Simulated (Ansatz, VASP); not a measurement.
## Mg3CdTe4: VASP beside Ansatz

```
Mg Cd Te
1.0
     6.33370    0.00000    0.00000
     0.00000    6.33370    0.00000
     0.00000    0.00000    6.33370
Mg Cd Te
3 1 4
Direct
  0.00000 0.00000 0.50000
  0.00000 0.50000 0.00000
  0.50000 0.00000 0.00000
  0.50000 0.50000 0.50000
  0.75382 0.75382 0.75382
  0.75382 0.24618 0.24618
  0.24618 0.75382 0.24618
  0.24618 0.24618 0.75382
```

Alike in both runs: functional PBE; k mesh 4 × 4 × 4; occupations gaussian, width 0.02 eV; no spin polarisation.

Ansatz relaxed the structure, and its values are those at the end. VASP's run is a single point on that final structure, the one shown.

|  | VASP | Ansatz |
| --- | --- | --- |
| version | VASP 6.6.1 | Ansatz 0.2.0 |
| potentials or method | VASP PAW PBE potentials, release 64 (Mg, Cd, Te), cutoff 520 eV | scalar-relativistic, plane waves, PAW |
| valence electrons in the cell | 42 | 114 |

|  | VASP | Ansatz | Ansatz less VASP |
| --- | --- | --- | --- |
| gap on the k mesh at the Fermi level (eV) | 2.08 | 2.09 | +0.005 |
| least direct gap on the mesh (eV) | 2.08 | 2.09 | +0.005 |
| pressure (GPa) | 4.0 | 3.9 | -0.05 |
| rms of the force components (eV/Å) | 0.007 | 0.000 | -0.0067 |

VASP's potentials hold 42 valence electrons a cell and Ansatz's 114, so a difference there can come from the potentials and not from the codes. Ansatz's warnings: stress scf threshold loose.

Spin-orbit coupling is off throughout.
